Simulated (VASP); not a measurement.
Set up this calculation in VASP 6.6.1, as the native input.

- Task: relaxation of cell and atoms
- Functional: PBEsol
- Potentials or basis: VASP PAW PBE potentials, release 64 (Ti_sv, Al)
- Cutoff: 600 eV
- k mesh: 10 × 10 × 3
- Occupations: fermi-dirac, width 0.05 eV
- Spin: no spin polarisation
- Target pressure: 10 GPa
- Dipole correction: no
- Further INCAR settings: ALGO = Fast; EDIFF = 1e-07; IBRION = 2; EDIFFG = -0.01; NSW = 60; ISIF = 3

The structure of Ti3Al lies in POSCAR:

```
Ti3Al
1.0
    2.9275422229      0.0000000000      0.0000000000
   -1.4637711114      2.5353259357      0.0000000000
    0.0000000000      0.0000000000      9.2263620000
Ti Al
3 1
Direct
    0.3333333333      0.6666666667      0.2494060000
    0.3333333333      0.6666666667      0.7505940000
    0.6666666667      0.3333333333      0.0000000000
    0.6666666667      0.3333333333      0.5000000000
```

The input as run:

INCAR

```
SYSTEM = Ti3Al
PREC = Accurate ; ENCUT = 600
EDIFF = 1E-7 ; ISMEAR = -1
SIGMA = 0.05 ; LREAL = .FALSE.
LASPH = .TRUE. ; NELM = 60
ALGO = Fast ; ISIF = 3
LWAVE = .FALSE. ; LCHARG = .FALSE.
GGA = PS ; IBRION = 2
NSW = 60 ; EDIFFG = -0.01
PSTRESS = 100.0
```

KPOINTS

```
Automatic mesh
0
G
  10 10 3
  0 0 0
```

Potentials or basis: VASP PAW PBE potentials, release 64 (Ti_sv, Al).

Run with:

```sh
$ cat potpaw_PBE.64/Ti_sv/POTCAR potpaw_PBE.64/Al/POTCAR > POTCAR
$ mpirun -np 1 vasp_std > vasp.out
```

It gave:

```yaml
Relaxed_volume: 15.37 Å³/atom
Relaxed_cell: a = 2.816 Å, b = 2.816 Å, c = 8.950 Å, α = 90.00°, β = 90.00°, γ = 120.00°
Space_group_after_relaxing_to_0.05_Å: P-6m2 (No. 187)
Energy_change_on_relaxing_the_enthalpy_is_what_falls: +29.1 meV/atom
Ionic_steps: 10
Pressure_after_relaxing: 10.0 GPa
Largest_force_after_relaxing: 0.005 eV/Å
```

Caveat: the cell is relaxed towards a set pressure, so the enthalpy falls and the energy may rise; the PAW data sets were made with another functional, which shifts forces and pressure a little.

Wall time 9.4 min on 1 thread of Intel(R) Xeon(R) 6975P-C (Granite Rapids), with other jobs on the host, peak memory 0.25 GiB.
